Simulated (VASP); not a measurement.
# Sr (Fm-3m) in VASP: settings compared

Sr is run at these levels: LDA, PBEsol; tasks: single point.

Program: VASP 6.6.1. These are calculated values, not measurements. Logs are shortened: lines on timing, memory, paths and dates and some standing lists are left out, and cuts for length are marked.

### 1 The cell of the first run

The structure is cubic, space group Fm-3m (No. 225). Conventional cell: a = 5.960 Å, b = 5.960 Å, c = 5.960 Å, α = 90.00°, β = 90.00°, γ = 90.00°. Sr (site symmetry m-3m) has 12 Sr at 4.21 Å within 5.5 Å.

### 2 Single point, LDA

INCAR reads:

```
PREC = Accurate ; ENCUT = 520
EDIFF = 1E-6 ; ISMEAR = -1
SIGMA = 0.05 ; LREAL = False
LASPH = True ; NELM = 60
ALGO = Normal ; ISIF = 2
LWAVE = False ; LCHARG = True
LELF = True ; LVHAR = True
NBANDS = 11
```

KPOINTS reads:

```
regular mesh
0
Gamma
  8 8 8
```

POSCAR reads:

```
Sr
1.0
    0.0000000000      2.9802437979      2.9802437979
    2.9802437979      0.0000000000      2.9802437979
    2.9802437979      2.9802437979      0.0000000000
Sr
1
Direct
    0.0000000000      0.0000000000      0.0000000000
```

Potentials or basis: VASP PAW LDA potentials, release 64 (Sr_sv).

On the command line:

```console
> cat potpaw_LDA.64/Sr_sv/POTCAR > POTCAR
> mpirun -np 1 vasp_std > vasp.out
```

OUTCAR:

```text
PREC = Accurate
   ENCUT = 520
   EDIFF = 1E-6
   ISMEAR = -1
   LREAL = False
   LASPH = True
   NELM = 60
   ISIF = 2

 ion  position               nearest neighbor table
   1  0.000  0.000  0.000-

  LATTYP: Found a face centered cubic cell.
 ALAT       =     5.9604875958

  Lattice vectors:

 A1 = (   0.0000000000,   2.9802437979,   2.9802437979)
 A2 = (   2.9802437979,   0.0000000000,   2.9802437979)
 A3 = (   2.9802437979,   2.9802437979,   0.0000000000)

Analysis of symmetry for initial positions (statically):
=====================================================================
 Subroutine PRICEL returns:
 Original cell was already a primitive cell.

 Routine SETGRP: Setting up the symmetry group for a
 face centered cubic supercell.

 Subroutine GETGRP returns: Found 48 space group operations
 (whereof 48 operations were pure point group operations)
 out of a pool of 48 trial point group operations.

The static configuration has the point symmetry O_h .

Analysis of symmetry for dynamics (positions and initial velocities):
=====================================================================
 Subroutine PRICEL returns:
 Original cell was already a primitive cell.

 Routine SETGRP: Setting up the symmetry group for a
 face centered cubic supercell.

 Subroutine GETGRP returns: Found 48 space group operations
 (whereof 48 operations were pure point group operations)
 out of a pool of 48 trial point group operations.

The dynamic configuration has the point symmetry O_h .

 Subroutine INISYM returns: Found 48 space group operations
 (whereof 48 operations are pure point group operations),
 and found     1 'primitive' translations

----------------------------------------------------------------------------------------

                                     Primitive cell

  volume of cell :      52.9402

  direct lattice vectors                    reciprocal lattice vectors
     0.000000000  2.980243798  2.980243798    -0.167771509  0.167771509  0.167771509
     2.980243798  0.000000000  2.980243798     0.167771509 -0.167771509  0.167771509
     2.980243798  2.980243798  0.000000000     0.167771509  0.167771509 -0.167771509

  length of vectors
     4.214701198  4.214701198  4.214701198     0.290588778  0.290588778  0.290588778

  position of ions in fractional coordinates (direct lattice)
     0.000000000  0.000000000  0.000000000

  ion indices of the primitive-cell ions
   primitive index   ion index
                 1           1

[... 73 lines left out ...]
   EDIFFG = 0.1E-04   stopping-criterion for IOM
   NSW    =      0    number of steps for IOM
   IBRION =     -1    ionic relax: 0-MD 1-quasi-New 2-CG
   NFREE  =      0    steps in history (QN), initial steepest desc. (CG)
   ISIF   =      2    stress and relaxation
   ISYM   =      2    0-nonsym 1-usesym 2-fastsym
   POTIM  = 0.5000    time-step for ionic-motion
   TEBEG  =    0.0;   TEEND  =   0.0 temperature during run
   PSTRESS=    0.0 pullay stress
   NELECT =      10.0000    total number of electrons
   NUPDOWN=      -1.0000    fix difference up-down
   EMIN   =  10.00;   EMAX   =-10.00  energy-range for DOS
   EFERMI =   0.00;   METHOD = LEGACY
   ISMEAR =    -1;   SIGMA  =   0.05  broadening in eV -4-tet -1-fermi 0-gaus
   EFERMI_NEDOS =   21; number of points for ismear=-14 and -15
   IALGO  =     38    algorithm
   IMIX   =      4    mixing-type and parameters
     AMIX     =   0.40;   BMIX     =  1.00
     AMIX_MAG =   1.60;   BMIX_MAG =  1.00
  volume/ion in A,a.u.               =      52.94       357.26
  Fermi-wavevector in a.u.,A,eV,Ry     =   0.939319  1.775055 12.004691  0.882320
  Thomas-Fermi vector in A             =   2.066619
   LORBIT       =      0    0 simple, 1 ext, 2 COOP (PROOUT), +10 PAW based schemes
   GGA     = CA    functional components
   LHFCALC =     F    Hartree Fock is set to
   AEXX    =    0.0000 exact exchange contribution
   IVDW    =     0    specifies the selected vdW correction
   LEPSILON=     F    determine dielectric tensor
   LRPA    =     F    only Hartree local field effects (RPA)
 non-spin polarized calculation
  energy-cutoff  :      520.00
  volume of cell :       52.94
 maximum number of plane-waves:      1458
   NGX = 15   NGY = 15   NGZ = 15

 number of electron      10.0000000 magnetization

 Free energy of the ion-electron system (eV)
  ---------------------------------------------------
  ext. energy  EPLUGINS =         0.00000000
  ---------------------------------------------------
  free energy    TOTEN  =        -1.89061225 eV

  energy without entropy =       -1.88450246  energy(sigma->0) =       -1.88755735

 E-fermi :   1.5541     XC(G=0):  -7.6770

 val. band max:        1.4222082956   @ k =  -0.3750   0.3750   0.0000
 cond. band min:       1.5937904937   @ k =  -0.2500   0.5000   0.2500
 fundamental gap:      0.1715821981
 Fermi energy:         1.5540581440

 k-point     1 :       0.0000    0.0000    0.0000
  band No.  band energies     occupation
      1     -34.8382      2.00000
      2     -16.8137      2.00000
      3     -16.8137      2.00000
      4     -16.8137      2.00000
      5      -2.1688      2.00000
      6       3.8291      0.00000
      7       3.8291      0.00000
      8       3.8291      0.00000
      9       5.3441      0.00000
     10       5.3441      0.00000
     11       8.8413      0.00000
[... 309 lines left out ...]
 k-point    24 :      -0.3750    0.2500    0.1250
  band No.  band energies     occupation
      1     -34.8181      2.00000
      2     -17.0125      2.00000
      3     -16.9054      2.00000
      4     -16.8644      2.00000
      5       1.0587      1.99990
      6       1.6265      0.38056
      7       2.8550      0.00000
      8       4.1771      0.00000
      9       5.8985      0.00000
     10       6.7457      0.00000
     11       6.8569      0.00000

 [... further k-points ...]
[... 5 lines left out ...]
  --------------------------------------------------------------------------------------
  -------------------------------------------------------------------------------------
  Total       -0.3475834     -0.3475834     -0.3475834     -0.0000000     -0.0000000      0.0000000
  in kB      -10.5192357    -10.5192357    -10.5192357     -0.0000000     -0.0000000      0.0000000
  external PRESSURE =     -10.5192357 kB  Pullay stress =       0.0000000 kB

 VOLUME and BASIS-vectors are now :
 -----------------------------------------------------------------------------
  energy-cutoff  :      520.00
  volume of cell :       52.94
      direct lattice vectors                 reciprocal lattice vectors
     0.000000000  2.980243798  2.980243798    -0.167771509  0.167771509  0.167771509
     2.980243798  0.000000000  2.980243798     0.167771509 -0.167771509  0.167771509
     2.980243798  2.980243798  0.000000000     0.167771509  0.167771509 -0.167771509

 POSITION                                       TOTAL-FORCE (eV/Angst)
 -----------------------------------------------------------------------------------
      0.00000      0.00000      0.00000        -0.000000      0.000000     -0.000000
 -----------------------------------------------------------------------------------
    total drift:                                0.000000      0.000000     -0.000000

  FREE ENERGIE OF THE ION-ELECTRON SYSTEM (eV)
  ---------------------------------------------------
  free  energy   TOTEN  =        -1.8906122489 eV

  energy  without entropy=       -1.8845024558  energy(sigma->0) =       -1.88755735
```

OSZICAR:

```text
N       E                     dE             d eps       ncg     rms          rms(c)
DAV:   1     0.370234800916E+02    0.37023E+02   -0.48680E+03   638   0.787E+02
DAV:   2    -0.295656263019E+00   -0.37319E+02   -0.36666E+02   750   0.154E+02
DAV:   3    -0.181793020902E+01   -0.15223E+01   -0.15064E+01   910   0.235E+01
DAV:   4    -0.189261826904E+01   -0.74688E-01   -0.74558E-01   846   0.496E+00
DAV:   5    -0.189528901985E+01   -0.26708E-02   -0.26707E-02   891   0.698E-01    0.113E+01
DAV:   6    -0.189257542452E+01    0.27136E-02   -0.60761E-03   784   0.927E-01    0.635E+00
DAV:   7    -0.189065988067E+01    0.19155E-02   -0.10180E-02   737   0.116E+00    0.267E-01
DAV:   8    -0.189059379933E+01    0.66081E-04   -0.12138E-03   995   0.194E-01    0.611E-02
DAV:   9    -0.189060851497E+01   -0.14716E-04   -0.18744E-05   793   0.317E-02    0.268E-02
DAV:  10    -0.189061198880E+01   -0.34738E-05   -0.46010E-06   924   0.196E-02    0.101E-02
DAV:  11    -0.189061224887E+01   -0.26006E-06   -0.28422E-07   408   0.541E-03
   1 F= -.18906122E+01 E0= -.18875574E+01  d E =-.610979E-02
```

stdout:

```text
POSCAR found type information on POSCAR Sr
 POSCAR found :  1 types and       1 ions
 scaLAPACK will be used
 LDA part: xc-table for (Slater(with rela. corr.)+CA(PZ))
 , standard interpolation
 POSCAR, INCAR and KPOINTS ok, starting setup
 FFT: planning ... GRIDC
 FFT: planning ... GRID_SOFT
 FFT: planning ... GRID
 WAVECAR not read
 entering main loop
```

Run time: 9.9 s. Hardware: 1 thread of AMD EPYC 7R13 (Zen 3), shared host; peak memory 0.13 GiB.

What came out:

```
Free energy : -1.8906 eV
Pressure    : -1.1 GPa
```

### 3 Single point, PBEsol

INCAR reads:

```
SYSTEM = Sr
  PREC = Accurate
  ENCUT = 520
  EDIFF = 1E-6
  ISMEAR = -1
  SIGMA = 0.05
  LREAL = .FALSE.
  LASPH = .TRUE.
  NELM = 60
  ALGO = Fast
  ISIF = 2
  LWAVE = .FALSE.
  LCHARG = .TRUE.
  GGA = PS
  LELF = .TRUE.
  LVHAR = .TRUE.
  NBANDS = 11
```

KPOINTS reads:

```
regular mesh
0
G
  8 8 8
  0 0 0
```

POSCAR is that of step 2.

Potentials or basis: VASP PAW PBE potentials, release 64 (Sr_sv).

On the command line:

```console
> cat potpaw_PBE.64/Sr_sv/POTCAR > POTCAR
> mpirun -np 1 vasp_std > vasp.out
```

OUTCAR:

```text
SYSTEM = Sr
   PREC = Accurate
   ENCUT = 520
   EDIFF = 1E-6
   ISMEAR = -1
   LREAL = .FALSE.
   LASPH = .TRUE.
   NELM = 60
   ISIF = 2
   GGA = PS

 ion  position               nearest neighbor table
   1  0.000  0.000  0.000-

  LATTYP: Found a face centered cubic cell.
 ALAT       =     5.9604875958

  Lattice vectors:

 A1 = (   0.0000000000,   2.9802437979,   2.9802437979)
 A2 = (   2.9802437979,   0.0000000000,   2.9802437979)
 A3 = (   2.9802437979,   2.9802437979,   0.0000000000)

Analysis of symmetry for initial positions (statically):
=====================================================================
 Subroutine PRICEL returns:
 Original cell was already a primitive cell.

 Routine SETGRP: Setting up the symmetry group for a
 face centered cubic supercell.

 Subroutine GETGRP returns: Found 48 space group operations
 (whereof 48 operations were pure point group operations)
 out of a pool of 48 trial point group operations.

The static configuration has the point symmetry O_h .

Analysis of symmetry for dynamics (positions and initial velocities):
=====================================================================
 Subroutine PRICEL returns:
 Original cell was already a primitive cell.

 Routine SETGRP: Setting up the symmetry group for a
 face centered cubic supercell.

 Subroutine GETGRP returns: Found 48 space group operations
 (whereof 48 operations were pure point group operations)
 out of a pool of 48 trial point group operations.

The dynamic configuration has the point symmetry O_h .

 Subroutine INISYM returns: Found 48 space group operations
 (whereof 48 operations are pure point group operations),
 and found     1 'primitive' translations

----------------------------------------------------------------------------------------

                                     Primitive cell

  volume of cell :      52.9402

[... 106 lines left out ...]
     AMIX_MAG =   1.60;   BMIX_MAG =  1.00
  volume/ion in A,a.u.               =      52.94       357.26
  Fermi-wavevector in a.u.,A,eV,Ry     =   0.939319  1.775055 12.004691  0.882320
  Thomas-Fermi vector in A             =   2.066619
   LORBIT       =      0    0 simple, 1 ext, 2 COOP (PROOUT), +10 PAW based schemes
   GGA     = PS    functional components
   LHFCALC =     F    Hartree Fock is set to
   AEXX    =    0.0000 exact exchange contribution
   IVDW    =     0    specifies the selected vdW correction
   LEPSILON=     F    determine dielectric tensor
   LRPA    =     F    only Hartree local field effects (RPA)
 non-spin polarized calculation
 RMM-DIIS sequential band-by-band and
  energy-cutoff  :      520.00
  volume of cell :       52.94
 maximum number of plane-waves:      1458
   NGX = 15   NGY = 15   NGZ = 15

 number of electron      10.0000000 magnetization

 Free energy of the ion-electron system (eV)
  ---------------------------------------------------
  ext. energy  EPLUGINS =         0.00000000
  ---------------------------------------------------
  free energy    TOTEN  =        -1.84801539 eV

  energy without entropy =       -1.84122800  energy(sigma->0) =       -1.84462170

 E-fermi :   1.6149     XC(G=0):  -7.5504

 val. band max:        1.5085727527   @ k =  -0.3750   0.3750   0.0000
 cond. band min:       1.6715513529   @ k =  -0.3750   0.2500   0.1250
 fundamental gap:      0.1629786002
 Fermi energy:         1.6149148037

 k-point     1 :       0.0000    0.0000    0.0000
  band No.  band energies     occupation
      1     -34.8397      2.00000
      2     -16.7337      2.00000
      3     -16.7337      2.00000
      4     -16.7337      2.00000
      5      -2.0921      2.00000
      6       3.9971      0.00000
      7       3.9971      0.00000
      8       3.9971      0.00000
      9       5.5334      0.00000
     10       5.5334      0.00000
     11       8.8571      0.00000
[... 309 lines left out ...]
 k-point    24 :      -0.3750    0.2500    0.1250
  band No.  band energies     occupation
      1     -34.8200      2.00000
      2     -16.9299      2.00000
      3     -16.8240      2.00000
      4     -16.7836      2.00000
      5       1.1617      1.99977
      6       1.6716      0.48731
      7       2.9742      0.00000
      8       4.3276      0.00000
      9       6.0854      0.00000
     10       6.9090      0.00000
     11       7.0641      0.00000

 [... further k-points ...]
[... 5 lines left out ...]
  --------------------------------------------------------------------------------------
  -------------------------------------------------------------------------------------
  Total       -0.0802712     -0.0802712     -0.0802712      0.0000000      0.0000000      0.0000000
  in kB       -2.4293200     -2.4293200     -2.4293200      0.0000000      0.0000000      0.0000000
  external PRESSURE =      -2.4293200 kB  Pullay stress =       0.0000000 kB

 VOLUME and BASIS-vectors are now :
 -----------------------------------------------------------------------------
  energy-cutoff  :      520.00
  volume of cell :       52.94
      direct lattice vectors                 reciprocal lattice vectors
     0.000000000  2.980243798  2.980243798    -0.167771509  0.167771509  0.167771509
     2.980243798  0.000000000  2.980243798     0.167771509 -0.167771509  0.167771509
     2.980243798  2.980243798  0.000000000     0.167771509  0.167771509 -0.167771509

 POSITION                                       TOTAL-FORCE (eV/Angst)
 -----------------------------------------------------------------------------------
      0.00000      0.00000      0.00000        -0.000000      0.000000     -0.000000
 -----------------------------------------------------------------------------------
    total drift:                                0.000000      0.000000      0.000000

  FREE ENERGIE OF THE ION-ELECTRON SYSTEM (eV)
  ---------------------------------------------------
  free  energy   TOTEN  =        -1.8480153889 eV

  energy  without entropy=       -1.8412280031  energy(sigma->0) =       -1.84462170
```

OSZICAR:

```text
N       E                     dE             d eps       ncg     rms          rms(c)
DAV:   1     0.364952411220E+02    0.36495E+02   -0.48711E+03   638   0.786E+02
DAV:   2    -0.232697830407E+00   -0.36728E+02   -0.36074E+02   750   0.150E+02
DAV:   3    -0.178204929311E+01   -0.15494E+01   -0.15348E+01   926   0.233E+01
DAV:   4    -0.185055719981E+01   -0.68508E-01   -0.68393E-01   835   0.464E+00
DAV:   5    -0.185267693750E+01   -0.21197E-02   -0.21197E-02   903   0.620E-01    0.118E+01
RMM:   6    -0.184976021251E+01    0.29167E-02   -0.54352E-03   687   0.875E-01    0.672E+00
RMM:   7    -0.184773708686E+01    0.20231E-02   -0.11287E-02   756   0.128E+00    0.246E-01
RMM:   8    -0.184791420851E+01   -0.17712E-03   -0.33494E-03   865   0.350E-01    0.714E-02
RMM:   9    -0.184799637227E+01   -0.82164E-04   -0.57912E-04   993   0.104E-01    0.768E-02
RMM:  10    -0.184801020315E+01   -0.13831E-04   -0.98915E-05   955   0.547E-02    0.969E-02
RMM:  11    -0.184801769576E+01   -0.74926E-05   -0.16390E-05   901   0.329E-02    0.199E-02
RMM:  12    -0.184801601915E+01    0.16766E-05   -0.83119E-06   812   0.142E-02    0.884E-03
RMM:  13    -0.184801538895E+01    0.63020E-06   -0.25917E-06   689   0.892E-03
   1 F= -.18480154E+01 E0= -.18446217E+01  d E =-.678739E-02
```

Run time: 13 s. Hardware: 1 thread of AMD EPYC 7R13 (Zen 3), shared host; peak memory 0.15 GiB.

Results:

```yaml
Free_energy: -1.8480 eV
Pressure: -0.2 GPa
Band_gap_on_the_k_mesh: zero (filled and empty bands touch)
```

Caveat: the PAW data sets were made with another functional, which shifts forces and pressure a little.
